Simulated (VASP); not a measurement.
# SnO2 in VASP: notebook

The runs below take SnO2 through electric field gradients, with PBE.

All numbers are computed with VASP 6.6.1; they aren't measurements. Logs are shortened: lines on timing, memory, paths and dates and some standing lists are left out, and cuts for length are marked.

## 1. The cell of the first run

It takes space group C2/m (No. 12, monoclinic). The conventional cell has a = 6.767 Å, b = 6.633 Å, c = 3.187 Å, α = 90.00°, β = 91.61°, γ = 90.00°. Sn (site symmetry 2/m) has 6 O at 2.05 to 2.07 Å within 2.7 Å. Within 2.7 Å of Sn (site symmetry 2/m) lie 6 O at 2.03 to 2.09 Å. O (site symmetry m) has 3 Sn at 2.04 to 2.09 Å and 1 O at 2.63 Å within 2.7 Å. O (site symmetry 2) has 3 Sn at 2.03 to 2.05 Å and 1 O at 2.58 Å within 2.7 Å.

## 2. Electric field gradients, PBE (equal xy, yz and zx shear strains of +2 %)

File INCAR:

```
PREC = Accurate
ENCUT = 520
EDIFF = 1E-8
ISMEAR = -1
SIGMA = 0.03
LREAL = False
LASPH = True
NELM = 60
ALGO = Normal
ISIF = 2
LWAVE = False
LCHARG = False
GGA = PE
LEFG = True
NBANDS = 35
```

File KPOINTS:

```
regular mesh
0
Gamma
  4 4 6
```

File POSCAR:

```
SnO2
1.0
    4.7373500000      0.0473735000      0.0473735000
    0.0473735000      4.7373500000      0.0473735000
    0.0318640000      0.0318640000      3.1864000000
Sn O
2 4
Direct
    0.0000000000      0.0000000000      0.0000000000
    0.5000000000      0.5000000000      0.5000000000
    0.3056200000      0.3056200000      0.0000000000
    0.1943800000      0.8056200000      0.5000000000
    0.6943800000      0.6943800000      0.0000000000
    0.8056200000      0.1943800000      0.5000000000
```

Potentials or basis: VASP PAW PBE potentials, release 64 (Sn_d, O).

The run is started by

```bash
> cat potpaw_PBE.64/Sn_d/POTCAR potpaw_PBE.64/O/POTCAR > POTCAR
> mpirun -np 1 vasp_std > vasp.out
```

OUTCAR:

```text
PREC = Accurate
   ENCUT = 520
   EDIFF = 1E-8
   ISMEAR = -1
   LREAL = False
   LASPH = True
   NELM = 60
   ISIF = 2
   GGA = PE

 ion  position               nearest neighbor table
   1  0.000  0.000  0.000-   4 2.05   6 2.05   4 2.05   6 2.05   5 2.07   3 2.07   2 3.68   2 3.68
                             2 3.68   2 3.68   2 3.70   2 3.70
   2  0.500  0.500  0.500-   4 2.03   6 2.03   3 2.04   5 2.04   3 2.09   5 2.09   1 3.68   1 3.68
                             1 3.68   1 3.68   1 3.70   1 3.70
   3  0.306  0.306  0.000-   2 2.04   1 2.07   2 2.09
   4  0.194  0.806  0.500-   2 2.03   1 2.05   1 2.05
   5  0.694  0.694  0.000-   2 2.04   1 2.07   2 2.09
   6  0.806  0.194  0.500-   2 2.03   1 2.05   1 2.05

  LATTYP: Found a base centered monoclinic cell.
 ALAT       =     6.7672841626
 B/A-ratio  =     0.9801019455
 C/A-ratio  =     0.4709006667
 COS(beta)  =    -0.0281386778

  Lattice vectors:

 A1 = (  -4.7373500000,  -0.0473735000,  -0.0473735000)
 A2 = (  -0.0473735000,  -4.7373500000,  -0.0473735000)
 A3 = (   0.0318640000,   0.0318640000,   3.1864000000)

Analysis of symmetry for initial positions (statically):
=====================================================================
 Subroutine PRICEL returns:
 Original cell was already a primitive cell.

 Routine SETGRP: Setting up the symmetry group for a
 base centered monoclinic supercell.

 Subroutine GETGRP returns: Found  4 space group operations
 (whereof  4 operations were pure point group operations)
 out of a pool of  4 trial point group operations.

The static configuration has the point symmetry C_2h.

Analysis of symmetry for dynamics (positions and initial velocities):
=====================================================================
 Subroutine PRICEL returns:
 Original cell was already a primitive cell.

 Routine SETGRP: Setting up the symmetry group for a
 base centered monoclinic supercell.

 Subroutine GETGRP returns: Found  4 space group operations
 (whereof  4 operations were pure point group operations)
 out of a pool of  4 trial point group operations.

The dynamic configuration has the point symmetry C_2h.

 Subroutine INISYM returns: Found  4 space group operations
 (whereof  4 operations are pure point group operations),
 and found     1 'primitive' translations

----------------------------------------------------------------------------------------

                                     Primitive cell

  volume of cell :      71.4894

  direct lattice vectors                    reciprocal lattice vectors
     4.737350000  0.047373500  0.047373500     0.211130286 -0.002090399 -0.002090399
     0.047373500  4.737350000  0.047373500    -0.002090399  0.211130286 -0.002090399
     0.031864000  0.031864000  3.186400000    -0.003107881 -0.003107881  0.313895951

  length of vectors
     4.737823711  4.737823711  3.186718624     0.211150982  0.211150982  0.313926721

  position of ions in fractional coordinates (direct lattice)
     0.000000000  0.000000000  0.000000000
     0.500000000  0.500000000  0.500000000
     0.305620000  0.305620000  0.000000000
     0.194380000  0.805620000  0.500000000
     0.694380000  0.694380000  0.000000000
     0.805620000  0.194380000  0.500000000

  ion indices of the primitive-cell ions
   primitive index   ion index
                 1           1
                 2           2
                 3           3
                 4           4
                 5           5
                 6           6

----------------------------------------------------------------------------------------

 KPOINTS: regular mesh

Automatic generation of k-mesh.
 Grid dimensions read from file:
 generate k-points for:    4    4    6

 Generating k-lattice:

  Cartesian coordinates                     Fractional coordinates (reciprocal lattice)
     0.052782571 -0.000522600 -0.000522600     0.250000000  0.000000000  0.000000000
    -0.000522600  0.052782571 -0.000522600     0.000000000  0.250000000  0.000000000
    -0.000517980 -0.000517980  0.052315992     0.000000000  0.000000000  0.166666667

  Length of vectors
     0.052787745  0.052787745  0.052321120

  Shift w.r.t. Gamma in fractional coordinates (k-lattice)
     0.000000000  0.000000000  0.000000000

 Subroutine IBZKPT returns following result:
 ===========================================

 Found     34 irreducible k-points:

 Following reciprocal coordinates:
            Coordinates               Weight
  0.000000  0.000000  0.000000      1.000000
  0.250000 -0.000000  0.000000      4.000000
  0.500000 -0.000000  0.000000      2.000000
  0.250000  0.250000  0.000000      2.000000
  0.500000  0.250000  0.000000      4.000000
 -0.250000  0.250000  0.000000      2.000000
[... 16 lines left out ...]
  0.500000  0.250000  0.333333      4.000000
 -0.250000  0.250000  0.333333      4.000000
 [... further k-points ...]
   k-points           NKPTS =     34   k-points in BZ     NKDIM =     34   number of bands    NBANDS=     35
   number of dos      NEDOS =    301   number of ions     NIONS =      6
   total plane-waves  NPLWV =  31104
   dimension x,y,z NGX =    36 NGY =   36 NGZ =   24
   dimension x,y,z NGXF=    72 NGYF=   72 NGZF=   48
   ions per type =               2   4
   NGX,Y,Z   is equivalent  to a cutoff of  12.63, 12.63, 12.52 a.u.
   NGXF,Y,Z  is equivalent  to a cutoff of  25.26, 25.26, 25.04 a.u.
 SYSTEM =  unknown system
   PREC   = accura    normal or accurate (medium, high low for compatibility)
   ISTART =      0    job   : 0-new  1-cont  2-samecut
   ICHARG =      2    charge: 1-file 2-atom 10-const
   ISPIN  =      1    spin polarized calculation?
   LNONCOLLINEAR =      F non collinear calculations
   LSORBIT =      F    spin-orbit coupling
   LASPH  =      T    aspherical Exc in radial PAW
   ENCUT  =  520.0 eV  38.22 Ry    6.18 a.u.   8.81  8.81  5.93*2*pi/ulx,y,z
   NELM   =     60;   NELMIN=  2; NELMDL= -5     # of ELM steps
   EDIFF  = 0.1E-07   stopping-criterion for ELM
   LREAL  =      F    real-space projection
   EDIFFG = 0.1E-06   stopping-criterion for IOM
   NSW    =      0    number of steps for IOM
   IBRION =     -1    ionic relax: 0-MD 1-quasi-New 2-CG
   NFREE  =      0    steps in history (QN), initial steepest desc. (CG)
   ISIF   =      2    stress and relaxation
   ISYM   =      2    0-nonsym 1-usesym 2-fastsym
   POTIM  = 0.5000    time-step for ionic-motion
   TEBEG  =    0.0;   TEEND  =   0.0 temperature during run
   PSTRESS=    0.0 pullay stress
   NELECT =      52.0000    total number of electrons
   NUPDOWN=      -1.0000    fix difference up-down
   EMIN   =  10.00;   EMAX   =-10.00  energy-range for DOS
   EFERMI =   0.00;   METHOD = LEGACY
   ISMEAR =    -1;   SIGMA  =   0.03  broadening in eV -4-tet -1-fermi 0-gaus
   EFERMI_NEDOS =   21; number of points for ismear=-14 and -15
   IALGO  =     38    algorithm
   IMIX   =      4    mixing-type and parameters
     AMIX     =   0.40;   BMIX     =  1.00
     AMIX_MAG =   1.60;   BMIX_MAG =  1.00
  volume/ion in A,a.u.               =      11.91        80.41
  Fermi-wavevector in a.u.,A,eV,Ry     =   1.472297  2.782237 29.492773  2.167658
  Thomas-Fermi vector in A             =   2.587328
   LORBIT       =      0    0 simple, 1 ext, 2 COOP (PROOUT), +10 PAW based schemes
   GGA     = PE    functional components
   LHFCALC =     F    Hartree Fock is set to
   AEXX    =    0.0000 exact exchange contribution
   IVDW    =     0    specifies the selected vdW correction
   LEPSILON=     F    determine dielectric tensor
   LRPA    =     F    only Hartree local field effects (RPA)
 non-spin polarized calculation
  energy-cutoff  :      520.00
  volume of cell :       71.49
 maximum number of plane-waves:      1939
   NGX = 17   NGY = 17   NGZ = 11

 number of electron      51.9999986 magnetization

 Free energy of the ion-electron system (eV)
  ---------------------------------------------------
  ext. energy  EPLUGINS =         0.00000000
  ---------------------------------------------------
  free energy    TOTEN  =       -37.12245762 eV

  energy without entropy =      -37.12245762  energy(sigma->0) =      -37.12245762

 E-fermi :   6.7707     XC(G=0): -11.2630

 val. band max:        6.1612108208   @ k =   0.0000   0.0000   0.0000
 cond. band min:       7.4045605623   @ k =   0.0000   0.0000   0.0000
 fundamental gap:      1.2433497415
 Fermi energy:         6.7706739614

 k-point     1 :       0.0000    0.0000    0.0000
  band No.  band energies     occupation
      1     -14.9778      2.00000
      2     -14.1649      2.00000
      3     -13.9342      2.00000
      4     -13.9102      2.00000
      5     -13.8409      2.00000
      6     -13.7939      2.00000
[... 27 lines left out ...]
     34      18.5086      0.00000
     35      18.7806      0.00000

 k-point     2 :       0.2500   -0.0000    0.0000
  band No.  band energies     occupation
      1     -14.8802      2.00000
      2     -14.2839      2.00000
      3     -13.9307      2.00000
      4     -13.9283      2.00000
      5     -13.8601      2.00000
      6     -13.8157      2.00000
[... 27 lines left out ...]
     34      18.3795      0.00000
     35      18.7716      0.00000
[... 796 lines left out ...]
     34      17.9367      0.00000
     35      18.7865      0.00000

 k-point    24 :      -0.2500    0.2500    0.3333
  band No.  band energies     occupation
      1     -14.8421      2.00000
      2     -14.4630      2.00000
      3     -14.3251      2.00000
      4     -13.9176      2.00000
      5     -13.7856      2.00000
      6     -13.7568      2.00000
[... 27 lines left out ...]
     34      18.4261      0.00000
     35      18.8253      0.00000

 [... further k-points ...]

------------------------ aborting loop because EDIFF is reached ----------------------------------------

  FORCE on cell =-STRESS in cart. coord.  units (eV):
  Direction    XX          YY          ZZ          XY          YZ          ZX
  --------------------------------------------------------------------------------------
  -------------------------------------------------------------------------------------
  Total        4.8685939      4.8685939      6.0352803     -1.8913738     -1.0406930     -1.0406929
  in kB      109.1119554    109.1119554    135.2590167    -42.3883145    -23.3233771    -23.3233741
  external PRESSURE =     117.8276425 kB  Pullay stress =       0.0000000 kB

 VOLUME and BASIS-vectors are now :
 -----------------------------------------------------------------------------
  energy-cutoff  :      520.00
  volume of cell :       71.49
      direct lattice vectors                 reciprocal lattice vectors
     4.737350000  0.047373500  0.047373500     0.211130286 -0.002090399 -0.002090399
     0.047373500  4.737350000  0.047373500    -0.002090399  0.211130286 -0.002090399
     0.031864000  0.031864000  3.186400000    -0.003107881 -0.003107881  0.313895951

 POSITION                                       TOTAL-FORCE (eV/Angst)
 -----------------------------------------------------------------------------------
      0.00000      0.00000      0.00000         0.000000     -0.000000     -0.000000
      2.40829      2.40829      1.64057         0.000000     -0.000000     -0.000000
      1.46231      1.46231      0.02896        -0.105115     -0.105115      0.246047
      0.97494      3.84164      1.64057        -0.030001      0.030001     -0.000000
      3.32242      3.32242      0.06579         0.105115      0.105115     -0.246047
      3.84164      0.97494      1.64057         0.030001     -0.030001     -0.000000
 -----------------------------------------------------------------------------------
    total drift:                                0.000000      0.000000      0.000000

  FREE ENERGIE OF THE ION-ELECTRON SYSTEM (eV)
  ---------------------------------------------------
  free  energy   TOTEN  =       -37.1224576234 eV

  energy  without entropy=      -37.1224576233  energy(sigma->0) =      -37.12245762

 Electric field gradients (V/A^2)
---------------------------------------------------------------------
 ion       V_xx      V_yy      V_zz      V_xy      V_xz      V_yz
---------------------------------------------------------------------
   1      32.015    32.015   -64.030   -16.809    -5.069    -5.069
   2      17.605    17.605   -35.210    46.756    33.576    33.576
   3     -21.952   -21.952    43.903    84.192    -0.221    -0.221
   4     -24.250   -24.250    48.501   -81.796     3.855     3.855
   5     -21.952   -21.952    43.903    84.192    -0.221    -0.221
   6     -24.250   -24.250    48.501   -81.796     3.855     3.855
---------------------------------------------------------------------

 Electric field gradients after diagonalization (V/A^2)
 (convention: |V_zz| > |V_xx| > |V_yy|)
----------------------------------------------------------------------
 ion       V_xx      V_yy      V_zz     asymmetry (V_yy - V_xx)/ V_zz
----------------------------------------------------------------------
   1      48.824    15.850   -64.673       0.510
   2     -54.224   -29.151    83.375       0.301
   3      62.246    43.898  -106.144       0.173
   4      57.545    48.693  -106.238       0.083
   5      62.246    43.898  -106.144       0.173
   6      57.545    48.693  -106.238       0.083
----------------------------------------------------------------------

           NMR quadrupolar parameters

 Cq : quadrupolar parameter    Cq=e*Q*V_zz/h
 eta: asymmetry parameters     (V_yy - V_xx)/ V_zz
 Q  : nuclear electric quadrupole moment in mb (millibarn)
----------------------------------------------------------------------
 ion       Cq(MHz)       eta       Q (mb)
----------------------------------------------------------------------
   1      -0.156       0.510       1.000
   2       0.202       0.301       1.000
   3      -0.257       0.173       1.000
   4      -0.257       0.083       1.000
   5      -0.257       0.173       1.000
   6      -0.257       0.083       1.000
----------------------------------------------------------------------
```

Run time: 3.3 min. Hardware: 1 thread of AMD EPYC 7R13, shared host; peak memory 0.18 GiB.

Results:

| Quantity | Value |
| --- | --- |
| Free energy | -37.1225 eV |
| Pressure | 11.8 GPa |
| Largest force | 0.287 eV/Å |
| Band gap on the k mesh | 1.24 eV, direct |

Forces in eV/Å, atoms in the order of the input:
```
Sn   0.000  0.000  0.000
Sn   0.000  0.000  0.000
O   -0.105 -0.105  0.246
O   -0.030  0.030  0.000
O    0.105  0.105 -0.246
O    0.030 -0.030  0.000
```

Electric field gradients, principal values (V/Å²):
```tsv
atom	least	middle	greatest (by size)
1 Sn	15.850	48.824	-64.673
2 Sn	-29.151	-54.224	83.375
3 O	43.898	62.246	-106.144
4 O	48.693	57.545	-106.238
5 O	43.898	62.246	-106.144
6 O	48.693	57.545	-106.238
```

Caveat: the cell differs from its parent crystal (equal xy, yz and zx shear strains of +2 %); without QUAD_EFG the Cq values of the log hold for a quadrupole moment of 1 mb, not for the nuclei; spin-orbit coupling is left out, which moves the levels of the heavy elements.

## 3. Electric field gradients, PBE (equal xy, yz and zx shear strains of +2 %)

File INCAR:

```
SYSTEM = SnO2
  ALGO = Normal
  EDIFF = 1E-8
  ENCUT = 520
  GGA = PE
  ISIF = 2
  ISMEAR = -1
  LASPH = .TRUE.
  LCHARG = .FALSE.
  LEFG = .TRUE.
  LREAL = .FALSE.
  LWAVE = .FALSE.
  NBANDS = 35
  NELM = 80
  PREC = Accurate
  SIGMA = 0.03
```

File KPOINTS:

```
k-points
0
G
  4 4 6
  0 0 0
```

POSCAR is that of step 2.

Potentials or basis: VASP PAW PBE potentials, release 64 (Sn_d, O).

The run is started by

```bash
> cat potpaw_PBE.64/Sn_d/POTCAR potpaw_PBE.64/O/POTCAR > POTCAR
> mpirun -np 1 vasp_std > vasp.out
```

OUTCAR:

```text
SYSTEM = SnO2
   EDIFF = 1E-8
   ENCUT = 520
   GGA = PE
   ISIF = 2
   ISMEAR = -1
   LASPH = .TRUE.
   LREAL = .FALSE.
   NELM = 80
   PREC = Accurate

 ion  position               nearest neighbor table
   1  0.000  0.000  0.000-   4 2.05   6 2.05   4 2.05   6 2.05   5 2.07   3 2.07   2 3.68   2 3.68
                             2 3.68   2 3.68   2 3.70   2 3.70
   2  0.500  0.500  0.500-   4 2.03   6 2.03   3 2.04   5 2.04   3 2.09   5 2.09   1 3.68   1 3.68
                             1 3.68   1 3.68   1 3.70   1 3.70
   3  0.306  0.306  0.000-   2 2.04   1 2.07   2 2.09
   4  0.194  0.806  0.500-   2 2.03   1 2.05   1 2.05
   5  0.694  0.694  0.000-   2 2.04   1 2.07   2 2.09
   6  0.806  0.194  0.500-   2 2.03   1 2.05   1 2.05

  LATTYP: Found a base centered monoclinic cell.
 ALAT       =     6.7672841626
[... 1156 lines left out ...]
   5     -21.952   -21.952    43.903    84.192    -0.221    -0.221
   6     -24.250   -24.250    48.501   -81.796     3.855     3.855
---------------------------------------------------------------------

 Electric field gradients after diagonalization (V/A^2)
 (convention: |V_zz| > |V_xx| > |V_yy|)
----------------------------------------------------------------------
 ion       V_xx      V_yy      V_zz     asymmetry (V_yy - V_xx)/ V_zz
----------------------------------------------------------------------
   1      48.824    15.850   -64.673       0.510
   2     -54.224   -29.151    83.375       0.301
   3      62.246    43.898  -106.144       0.173
   4      57.545    48.693  -106.238       0.083
   5      62.246    43.898  -106.144       0.173
   6      57.545    48.693  -106.238       0.083
----------------------------------------------------------------------

           NMR quadrupolar parameters

 Cq : quadrupolar parameter    Cq=e*Q*V_zz/h
 eta: asymmetry parameters     (V_yy - V_xx)/ V_zz
 Q  : nuclear electric quadrupole moment in mb (millibarn)
----------------------------------------------------------------------
 ion       Cq(MHz)       eta       Q (mb)
----------------------------------------------------------------------
   1      -0.156       0.510       1.000
   2       0.202       0.301       1.000
   3      -0.257       0.173       1.000
   4      -0.257       0.083       1.000
   5      -0.257       0.173       1.000
   6      -0.257       0.083       1.000
----------------------------------------------------------------------
```

Wall time 3.4 min (1 thread of AMD EPYC 7R13, shared host); peak memory 0.18 GiB.

Results:

```
Free energy            : -37.1225 eV
Pressure               : 11.8 GPa
Largest force          : 0.287 eV/Å
Band gap on the k mesh : 1.24 eV, direct
```

Forces in eV/Å, atoms in the order of the input:
```
Sn   0.000  0.000  0.000
Sn   0.000  0.000  0.000
O   -0.105 -0.105  0.246
O   -0.030  0.030  0.000
O    0.105  0.105 -0.246
O    0.030 -0.030  0.000
```

Stress tensor (GPa, compression positive):
```
10.91 -4.24 -2.33
-4.24 10.91 -2.33
-2.33 -2.33 13.53
```

Electric field gradients, principal values (V/Å²):
```
atom    least   middle  greatest (by size)
1 Sn   15.850   48.824             -64.673
2 Sn  -29.151  -54.224              83.375
 3 O   43.898   62.246            -106.144
 4 O   48.693   57.545            -106.238
 5 O   43.898   62.246            -106.144
 6 O   48.693   57.545            -106.238
```

Caveat: the cell differs from its parent crystal (equal xy, yz and zx shear strains of +2 %); without QUAD_EFG the Cq values of the log hold for a quadrupole moment of 1 mb, not for the nuclei; spin-orbit coupling is left out, which moves the levels of the heavy elements.

[end of part 1 of 2]
